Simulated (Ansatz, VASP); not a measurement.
# Two plane-wave programs on Ni

The input INCAR:

```
SYSTEM = Ni
ALGO = Fast
EDIFF = 1E-6
ENCUT = 520
GGA = CA
ISIF = 2
ISMEAR = 0
ISPIN = 2
LASPH = .True.
LCHARG = .False.
LMAXMIX = 4
LORBIT = 11
LREAL = .False.
LWAVE = .False.
MAGMOM = 0.71
NBANDS = 15
NELM = 150
PREC = Accurate
SIGMA = 0.05
```

The input KPOINTS:

```
k-points
0
Gamma
  22 22 22
  0 0 0
```

File POSCAR:

```
Ni
1.0
    0.0000000000      1.6891805710      1.6891805710
    1.6891805710      0.0000000000      1.6891805710
    1.6891805710      1.6891805710      0.0000000000
Ni
1
Direct
    0.0000000000      0.0000000000      0.0000000000
```

Input for Ansatz:

```yaml
crystal:
  lattice:
    - [0.0, 1.689180571, 1.689180571]
    - [1.689180571, 0.0, 1.689180571]
    - [1.689180571, 1.689180571, 0.0]
  atoms:
    - { symbol: Ni, position: [0.0, 0.0, 0.0], spin: 0.71 }
basis:
  ecutwfc: 420
  ecutrho_ratio: 4
kpoints:
  mp_grid: { grid: [22, 22, 22] }
hamiltonian:
  xc: lda
scf:
  occupations: { method: gaussian, width: 0.05 }
output:
  forces: true
  stress: true
  eigenvalues: true
  populations: true
magnetization:
  spin_polarized: true
```

Alike in both runs: task single point; functional LDA; k mesh 22 × 22 × 22; occupations gaussian, width 0.05 eV; collinear spin.

|  | VASP | Ansatz |
| --- | --- | --- |
| version | VASP 6.6.1 | Ansatz 0.2.0 |
| potentials or method | VASP PAW LDA potentials, release 64 (Ni), cutoff 520 eV | scalar-relativistic, plane waves, PAW |
| valence electrons in the cell | 10 | 18 |

```tsv
	VASP	Ansatz	Ansatz less VASP
gap on the k mesh at the Fermi level (eV)	none	none	-
pressure (GPa)	10.8	11.3	+0.50
net moment per atom (μB)	0.54	0.60	+0.062
size of the moment on the site where the two differ most (μB)	0.54	0.63	+0.089
```

LDA's correlation is that of Perdew and Zunger in VASP and of Perdew and Wang (1992) in Ansatz. Site moments also hang on the region over which each program counts them. A gap of «none» marks a metal or a gap that the smearing closes. VASP's potentials hold 10 valence electrons a cell and Ansatz's 18, so a difference there can come from the potentials and not from the codes.
